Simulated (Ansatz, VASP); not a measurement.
SnTe: VASP beside Ansatz

```
CELL_PARAMETERS angstrom
0.00000 3.61115 3.61115
3.61115 0.00000 3.61115
3.61115 3.61115 0.00000
ATOMIC_POSITIONS crystal
Sn 0.99303 0.99118 0.98527
Te 0.73764 0.76095 0.73612
```

Alike in both runs: task single point; functional LDA; k mesh 4 × 4 × 4; no spin polarisation.

|  | VASP | Ansatz |
| --- | --- | --- |
| version | VASP 6.6.1 | Ansatz 0.2.0 |
| potentials or method | VASP PAW LDA potentials, release 64 (Sn_d, Te), cutoff 500 eV | plane waves, PAW |
| occupations | gaussian, width 0.01 eV | fixed |
| valence electrons in the cell | 20 | 30 |

|  | VASP | Ansatz | Ansatz less VASP |
| --- | --- | --- | --- |
| pressure (GPa) | -2.3 | -2.2 | +0.06 |
| traceless stress, the component that is largest in VASP (GPa) | 0.31 | 0.31 | -0.004 |
| rms of the force components (eV/Å) | 0.116 | 0.115 | -0.0006 |

LDA's correlation is that of Perdew and Zunger in VASP and of Perdew and Wang (1992) in Ansatz. Atom by atom the forces differ by 0.002 eV/Å (rms over components). VASP's potentials hold 20 valence electrons a cell and Ansatz's 30, so a difference there can come from the potentials and not from the codes. Ansatz's warnings: metallic iterate, stress scf threshold loose.

The k mesh is coarse, so the values compare programs but aren't converged. Neither program's run includes spin-orbit coupling.
